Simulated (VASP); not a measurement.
# BAs in VASP: a series of runs, part 3 of 3

VASP 6.6.1. Earlier steps stand in the parts before.

## Step 5: Electric field gradients, LDA (equal xx and yy strain of -2 %)

The input, INCAR:

```
SYSTEM = BAs
ALGO = Normal
EDIFF = 1E-8
ENCUT = 520
ISIF = 2
ISMEAR = -1
LASPH = .True.
LCHARG = .False.
LEFG = .True.
LREAL = .False.
LWAVE = .False.
NBANDS = 11
NELM = 80
PREC = Accurate
SIGMA = 0.03
```

The input, KPOINTS:

```
k-points
0
Gamma
  15 15 15
  0 0 0
```

The input, POSCAR:

```
BAs
1.0
    0.0000000000      2.3407300000      2.3885000000
    2.3407300000      0.0000000000      2.3885000000
    2.3407300000      2.3407300000      0.0000000000
B As
1 1
Direct
    0.0000000000      0.0000000000      0.0000000000
    0.7500000000      0.7500000000      0.7500000000
```

Potentials or basis: VASP PAW LDA potentials, release 64 (B, As).

Run with:

```sh
> cat potpaw_LDA.64/B/POTCAR potpaw_LDA.64/As/POTCAR > POTCAR
> mpirun -np 1 vasp_std > vasp.out
```

OUTCAR:

```text
SYSTEM = BAs
   EDIFF = 1E-8
   ENCUT = 520
   ISIF = 2
   ISMEAR = -1
   LASPH = .True.
   LREAL = .False.
   NELM = 80
   PREC = Accurate

 ion  position               nearest neighbor table
   1  0.000  0.000  0.000-   2 2.04   2 2.04   2 2.04   2 2.04
   2  0.750  0.750  0.750-   1 2.04   1 2.04   1 2.04   1 2.04

  LATTYP: Found a body centered tetragonal cell.
 ALAT       =     3.3102921119
 C/A-ratio  =     1.4430750636

  Lattice vectors:

 A1 = (  -2.3407300000,   0.0000000000,   2.3885000000)
 A2 = (   2.3407300000,   0.0000000000,   2.3885000000)
 A3 = (   0.0000000000,   2.3407300000,  -2.3885000000)

Analysis of symmetry for initial positions (statically):
=====================================================================
 Subroutine PRICEL returns:
 Original cell was already a primitive cell.

 Routine SETGRP: Setting up the symmetry group for a
[... 525 lines left out ...]
  energy-cutoff  :      520.00
  volume of cell :       26.17
      direct lattice vectors                 reciprocal lattice vectors
     0.000000000  2.340730000  2.388500000    -0.213608575  0.213608575  0.209336404
     2.340730000  0.000000000  2.388500000     0.213608575 -0.213608575  0.209336404
     2.340730000  2.340730000  0.000000000     0.213608575  0.213608575 -0.209336404

 POSITION                                       TOTAL-FORCE (eV/Angst)
 -----------------------------------------------------------------------------------
      0.00000      0.00000      0.00000        -0.000000     -0.000000     -0.000000
      3.51110      3.51110      3.58275         0.000000      0.000000      0.000000
 -----------------------------------------------------------------------------------
    total drift:                                0.000000      0.000000      0.000000

  FREE ENERGIE OF THE ION-ELECTRON SYSTEM (eV)
  ---------------------------------------------------
  free  energy   TOTEN  =       -12.9176268889 eV

  energy  without entropy=      -12.9176268886  energy(sigma->0) =      -12.91762689

 Electric field gradients (V/A^2)
---------------------------------------------------------------------
 ion       V_xx      V_yy      V_zz      V_xy      V_xz      V_yz
---------------------------------------------------------------------
   1      -0.089    -0.089     0.178     0.000     0.000     0.000
   2      -1.370    -1.370     2.740     0.000     0.000     0.000
---------------------------------------------------------------------

 Electric field gradients after diagonalization (V/A^2)
 (convention: |V_zz| > |V_xx| > |V_yy|)
----------------------------------------------------------------------
 ion       V_xx      V_yy      V_zz     asymmetry (V_yy - V_xx)/ V_zz
----------------------------------------------------------------------
   1      -0.089    -0.089     0.178       0.000
   2      -1.370    -1.370     2.740       0.000
----------------------------------------------------------------------

           NMR quadrupolar parameters

 Cq : quadrupolar parameter    Cq=e*Q*V_zz/h
 eta: asymmetry parameters     (V_yy - V_xx)/ V_zz
 Q  : nuclear electric quadrupole moment in mb (millibarn)
----------------------------------------------------------------------
 ion       Cq(MHz)       eta       Q (mb)
----------------------------------------------------------------------
   1       0.000       0.000       1.000
   2       0.007       0.000       1.000
----------------------------------------------------------------------
```

Wall time 1.8 min (1 thread of Intel Xeon 6975P-C, shared host); peak memory 0.21 GiB.

What came out:

```
Free energy            : -12.9176 eV
Pressure               : 2.8 GPa
Band gap on the k mesh : 0.93 eV, indirect (least direct gap 3.19 eV)
```

Levels at points of the mesh, in eV from the valence-band top:
| k point | band 1 | band 2 | band 3 | band 4 | band 5 | band 6 | band 7 | band 8 | band 9 |
| --- | --- | --- | --- | --- | --- | --- | --- | --- | --- |
| (0.00, 0.00, 0.00) | -15.82 | -0.21 | 0.00 | 0.00 | 3.19 | 3.19 | 3.32 | 5.14 | 9.50 |

Electric field gradients, principal values (V/Å²):
| atom | least | middle | greatest (by size) |
| --- | --- | --- | --- |
| 1 B | -0.089 | -0.089 | 0.178 |
| 2 As | -1.370 | -1.370 | 2.740 |

Caveat: the cell differs from its parent crystal (equal xx and yy strain of -2 %); without QUAD_EFG the Cq values of the log hold for a quadrupole moment of 1 mb, not for the nuclei. A k mesh can miss the band edges.

## Step 6: Electric field gradients, LDA (zz strain of +3 %)

The input, INCAR:

```
SYSTEM = BAs
PREC = Accurate
ENCUT = 520
EDIFF = 1E-8
ISMEAR = -1
SIGMA = 0.03
LREAL = .False.
LASPH = .True.
NELM = 60
ALGO = Normal
ISIF = 2
LWAVE = .False.
LCHARG = .False.
LEFG = .True.
NBANDS = 11
```

The input, KPOINTS:

```
Automatic mesh
0
Gamma
  15 15 15
  0 0 0
```

The input, POSCAR:

```
BAs
1.0
    0.0000000000      2.3885000000      2.4601550000
    2.3885000000      0.0000000000      2.4601550000
    2.3885000000      2.3885000000      0.0000000000
B As
1 1
Direct
    0.0000000000      0.0000000000      0.0000000000
    0.7500000000      0.7500000000      0.7500000000
```

Potentials or basis: VASP PAW LDA potentials, release 64 (B, As).

Run with:

```sh
> cat potpaw_LDA.64/B/POTCAR potpaw_LDA.64/As/POTCAR > POTCAR
> mpirun -np 1 vasp_std > vasp.out
```

OUTCAR:

```text
SYSTEM = BAs
   PREC = Accurate
   ENCUT = 520
   EDIFF = 1E-8
   ISMEAR = -1
   LREAL = .False.
   LASPH = .True.
   NELM = 60
   ISIF = 2

 ion  position               nearest neighbor table
   1  0.000  0.000  0.000-   2 2.09   2 2.09   2 2.09   2 2.09
   2  0.750  0.750  0.750-   1 2.09   1 2.09   1 2.09   1 2.09

  LATTYP: Found a body centered tetragonal cell.
 ALAT       =     3.3778490937
 C/A-ratio  =     1.4566399692

  Lattice vectors:

 A1 = (  -2.3885000000,   0.0000000000,   2.4601550000)
 A2 = (   2.3885000000,   0.0000000000,   2.4601550000)
 A3 = (   0.0000000000,   2.3885000000,  -2.4601550000)

Analysis of symmetry for initial positions (statically):
=====================================================================
 Subroutine PRICEL returns:
 Original cell was already a primitive cell.

 Routine SETGRP: Setting up the symmetry group for a
 body centered tetragonal supercell.

 Subroutine GETGRP returns: Found  8 space group operations
 (whereof  8 operations were pure point group operations)
 out of a pool of 16 trial point group operations.

The static configuration has the point symmetry D_2d.

Analysis of symmetry for dynamics (positions and initial velocities):
=====================================================================
 Subroutine PRICEL returns:
 Original cell was already a primitive cell.

 Routine SETGRP: Setting up the symmetry group for a
 body centered tetragonal supercell.

 Subroutine GETGRP returns: Found  8 space group operations
 (whereof  8 operations were pure point group operations)
 out of a pool of 16 trial point group operations.

[... 163 lines left out ...]
      7       9.1694      0.00000
      8      10.1361      0.00000
      9      15.0440      0.00000
     10      18.2979      0.00000
     11      19.1419      0.00000
[... 309 lines left out ...]
 k-point    24 :       0.2000    0.1333    0.0000
  band No.  band energies     occupation
      1      -8.6724      2.00000
      2       2.9802      2.00000
      3       4.3111      2.00000
      4       4.3714      2.00000
      5       8.4639      0.00000
      6      10.7125      0.00000
      7      11.2350      0.00000
      8      11.7114      0.00000
      9      15.1287      0.00000
     10      17.1566      0.00000
     11      19.2421      0.00000

 [... further k-points ...]
[... 5 lines left out ...]
  --------------------------------------------------------------------------------------
  -------------------------------------------------------------------------------------
  Total       -0.8324294     -0.8324294     -1.9229610      0.0000000      0.0000000      0.0000000
  in kB      -47.5132834    -47.5132834   -109.7584833      0.0000000      0.0000000      0.0000000
  external PRESSURE =     -68.2616834 kB  Pullay stress =       0.0000000 kB

 VOLUME and BASIS-vectors are now :
 -----------------------------------------------------------------------------
  energy-cutoff  :      520.00
  volume of cell :       28.07
      direct lattice vectors                 reciprocal lattice vectors
     0.000000000  2.388500000  2.460155000    -0.209336404  0.209336404  0.203239227
     2.388500000  0.000000000  2.460155000     0.209336404 -0.209336404  0.203239227
     2.388500000  2.388500000  0.000000000     0.209336404  0.209336404 -0.203239227

 POSITION                                       TOTAL-FORCE (eV/Angst)
 -----------------------------------------------------------------------------------
      0.00000      0.00000      0.00000         0.000000      0.000000     -0.000000
      3.58275      3.58275      3.69023        -0.000000     -0.000000      0.000000
 -----------------------------------------------------------------------------------
    total drift:                                0.000000      0.000000      0.000000

  FREE ENERGIE OF THE ION-ELECTRON SYSTEM (eV)
  ---------------------------------------------------
  free  energy   TOTEN  =       -12.8853392272 eV

  energy  without entropy=      -12.8853392269  energy(sigma->0) =      -12.88533923

 Electric field gradients (V/A^2)
---------------------------------------------------------------------
 ion       V_xx      V_yy      V_zz      V_xy      V_xz      V_yz
---------------------------------------------------------------------
   1      -0.086    -0.086     0.173    -0.000    -0.000    -0.000
   2      -2.113    -2.113     4.227     0.000     0.000     0.000
---------------------------------------------------------------------

 Electric field gradients after diagonalization (V/A^2)
 (convention: |V_zz| > |V_xx| > |V_yy|)
----------------------------------------------------------------------
 ion       V_xx      V_yy      V_zz     asymmetry (V_yy - V_xx)/ V_zz
----------------------------------------------------------------------
   1      -0.086    -0.086     0.173       0.000
   2      -2.114    -2.113     4.227       0.000
----------------------------------------------------------------------

           NMR quadrupolar parameters

 Cq : quadrupolar parameter    Cq=e*Q*V_zz/h
 eta: asymmetry parameters     (V_yy - V_xx)/ V_zz
 Q  : nuclear electric quadrupole moment in mb (millibarn)
----------------------------------------------------------------------
 ion       Cq(MHz)       eta       Q (mb)
----------------------------------------------------------------------
   1       0.000       0.000       1.000
   2       0.010       0.000       1.000
----------------------------------------------------------------------
```

OSZICAR:

```text
N       E                     dE             d eps       ncg     rms          rms(c)
DAV:   1     0.107595953368E+02    0.10760E+02   -0.37708E+03  6344   0.639E+02
DAV:   2    -0.128175672188E+02   -0.23577E+02   -0.22489E+02  8463   0.104E+02
DAV:   3    -0.135439085903E+02   -0.72634E+00   -0.72454E+00  7876   0.171E+01
DAV:   4    -0.135460803656E+02   -0.21718E-02   -0.21716E-02  7027   0.106E+00
DAV:   5    -0.135460841536E+02   -0.37880E-05   -0.37880E-05  7644   0.471E-02    0.479E+00
DAV:   6    -0.129695780069E+02    0.57651E+00   -0.15877E+00  6792   0.495E+00    0.227E+00
DAV:   7    -0.128979900006E+02    0.71588E-01   -0.16845E-01  7540   0.207E+00    0.874E-01
DAV:   8    -0.128853093866E+02    0.12681E-01   -0.22235E-02  7275   0.778E-01    0.946E-02
DAV:   9    -0.128853311296E+02   -0.21743E-04   -0.76684E-04  7110   0.166E-01    0.534E-02
DAV:  10    -0.128853379400E+02   -0.68104E-05   -0.76858E-05  6798   0.498E-02    0.120E-02
DAV:  11    -0.128853393548E+02   -0.14148E-05   -0.16163E-06  7747   0.819E-03    0.109E-02
DAV:  12    -0.128853392267E+02    0.12804E-06   -0.81677E-07  6885   0.372E-03    0.303E-03
DAV:  13    -0.128853392272E+02   -0.44855E-09   -0.33893E-08  7523   0.120E-03
   1 F= -.12885339E+02 E0= -.12885339E+02  d E =-.340121E-09
```

stdout:

```text
POSCAR found type information on POSCAR B As
 POSCAR found :  2 types and       2 ions
 scaLAPACK will be used
 LDA part: xc-table for (Slater(with rela. corr.)+CA(PZ))
 , standard interpolation
 POSCAR, INCAR and KPOINTS ok, starting setup
 FFT: planning ... GRIDC
 FFT: planning ... GRID_SOFT
 FFT: planning ... GRID
 WAVECAR not read
 entering main loop
ion   1

ion   2
```

It took 1.7 min on 1 thread of Intel Xeon 6975P-C, shared host; peak memory 0.22 GiB.

What came out:

```
Free energy            : -12.8853 eV
Pressure               : -6.8 GPa
Band gap on the k mesh : 0.93 eV, indirect (least direct gap 3.06 eV)
```

Stress tensor (GPa, compression positive):
```
 -4.75   0.00   0.00
  0.00  -4.75   0.00
  0.00   0.00 -10.98
```

Levels at points of the mesh, in eV from the valence-band top:
```csv
k point,band 1,band 2,band 3,band 4,band 5,band 6,band 7,band 8
"(0.00, 0.00, 0.00)",-15.21,-0.29,0.00,0.00,3.06,3.06,3.24,4.21
```

Electric field gradients, principal values (V/Å²):
```
atom   least  middle  greatest (by size)
 1 B  -0.086  -0.086               0.173
2 As  -2.113  -2.114               4.227
```

Caveat: the cell differs from its parent crystal (zz strain of +3 %); without QUAD_EFG the Cq values of the log hold for a quadrupole moment of 1 mb, not for the nuclei.

## Step 7: Overview

```csv
cell,gap on the mesh (eV),pressure (GPa)
"a = 3.400 Å, angles 60.0°, 2 atoms",1.14,-5.6
"a = 3.344, b = 3.344, c = 3.310 Å, angles 60.3, 60.3, 59.3°, 2 atoms",0.93,2.8
"a = 3.429, b = 3.429, c = 3.378 Å, angles 60.5, 60.5, 59.0°, 2 atoms",0.93,-6.8
```

Alike in all rows: task electric field gradients; level LDA; potentials or basis VASP PAW LDA potentials, release 64 (B, As); no spin polarisation; k mesh 15 × 15 × 15; cutoff (eV) 520; smearing fermi-dirac 0.03 eV.

Absolute energies hang on the potentials; compare differences alone.
